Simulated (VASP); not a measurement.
Here is a VASP 6.6.1 calculation.

File INCAR:

```
PREC = Accurate ; ENCUT = 520
EDIFF = 1E-7 ; ISMEAR = 0
SIGMA = 0.05 ; LREAL = F
LASPH = T ; NELM = 80
ALGO = Normal ; ISIF = 2
LWAVE = F ; LCHARG = F
GGA = PE ; NBANDS = 11
```

Contents of KPOINTS:

```
Automatic mesh
0
Gamma
  10 10 10
```

Contents of POSCAR:

```
AlN
1.0
    0.0000000000      2.1829884494      2.1829884494
    2.1829884494      0.0000000000      2.1829884494
    2.1829884494      2.1829884494      0.0000000000
Al N
1 1
Direct
   -0.0022875944      0.0022875944      0.0022875944
    0.7544065694      0.7455934306      0.7455934306
```

Potentials or basis: VASP PAW PBE potentials, release 64 (Al, N).

Launch:

```bash
$ cat potpaw_PBE.64/Al/POTCAR potpaw_PBE.64/N/POTCAR > POTCAR
$ mpirun -np 1 vasp_std > vasp.out
```

(1) Estimate the band gap on the k mesh.

(2) Estimate the largest force.

(3) Estimate the pressure.

Results:

(1) 3.24 eV, indirect (least direct gap 4.13 eV).

(2) 0.431 eV/Å.

(3) 5.0 GPa.
